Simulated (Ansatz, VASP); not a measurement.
Sb: VASP beside Ansatz

```
Sb
1.0
     3.29156    0.00000    0.00000
    -1.64578    2.85058    0.00000
     0.00000    0.00000   11.13942
Sb
4
Cartesian
  -1.6458 2.8506 0.0000
  -1.6458 2.8506 5.5697
  0.0000 1.9004 2.7849
  1.6458 0.9502 8.3546
```

Alike in both runs: functional PBEsol; k mesh 11 × 11 × 3; occupations fermi-dirac, width 0.1 eV; no spin polarisation.

Ansatz relaxed the structure, and its values are those at the end. VASP's run is a single point on that final structure, the one shown.

|  | VASP | Ansatz |
| --- | --- | --- |
| version | VASP 6.6.1 | Ansatz 0.2.0 |
| potentials or method | VASP PAW PBE potentials, release 64 (Sb), cutoff 500 eV | plane waves (420 eV) with PAW, scalar-relativistic |
| valence electrons in the cell | 20 | 60 |

|  | VASP | Ansatz | Ansatz less VASP |
| --- | --- | --- | --- |
| pressure (GPa) | 0.0 | 0.0 | +0.01 |

VASP's potentials were made for PBE, not for PBEsol, and Ansatz warns of the same on its side. The functional is the same, so the differences come from potentials, cutoffs and numerics. VASP's potentials hold 20 valence electrons a cell and Ansatz's 60, so a difference there can come from the potentials and not from the codes.

Neither program's run includes spin-orbit coupling.
